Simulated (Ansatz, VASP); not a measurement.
Two plane-wave programs on Pd

```
Pd
1.0
     0.00000    1.97597    1.97597
     1.97597    0.00000    1.97597
     1.97597    1.97597    0.00000
Pd
1
Direct
  0.00000 0.00000 0.00000
```

Alike in both runs: task single point; functional PBE; k mesh 20 × 20 × 20; occupations gaussian, width 0.05 eV; no spin polarisation.

|  | VASP | Ansatz |
| --- | --- | --- |
| version | VASP 6.6.1 | Ansatz 0.2.0 |
| potentials or method | VASP PAW PBE potentials, release 64 (Pd), cutoff 520 eV | scalar-relativistic, plane waves, PAW |
| valence electrons in the cell | 10 | 18 |

Ansatz gave:

```
gap on the k mesh at the Fermi level (eV) : none
pressure (GPa)                            : -1.3
```

Task: Estimate VASP's values.

Result: gap on the k mesh at the Fermi level (eV): none; pressure (GPa): -1.6.

A gap of «none» marks a metal or a gap that the smearing closes. VASP's potentials hold 10 valence electrons a cell and Ansatz's 18, so a difference there can come from the potentials and not from the codes.
